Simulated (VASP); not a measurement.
Here is a VASP 6.6.1 calculation.

The input INCAR:

```
SYSTEM = WC
ALGO = Normal
EDIFF = 1E-8
ENCUT = 520
GGA = CA
IBRION = 8
ISIF = 2
ISMEAR = -1
LASPH = .True.
LCHARG = .False.
LREAL = .False.
LWAVE = .False.
NELM = 60
NSW = 1
PREC = Accurate
SIGMA = 0.15
```

Contents of KPOINTS:

```
k-points
0
Gamma
  15 15 12
  0 0 0
```

The input POSCAR:

```
WC
1.0
    2.8849285921      0.0000000000      0.0000000000
   -1.4424642961      2.4984214489      0.0000000000
    0.0000000000      0.0000000000      2.8114881508
W C
1 1
Direct
    0.0000000000      0.0000000000      0.0000000000
    0.6666666667      0.3333333333      0.5000000000
```

Potentials or basis: VASP PAW LDA potentials, release 64 (W_sv, C).

The run is started by

```console
$ cat potpaw_LDA.64/W_sv/POTCAR potpaw_LDA.64/C/POTCAR > POTCAR
$ mpirun -np 1 vasp_std > vasp.out
```

(1) Predict the highest phonon frequency at Γ.

Answers

(1) 636 cm⁻¹.

Caveat: the cell stands under pressure or tension, which shifts response properties.
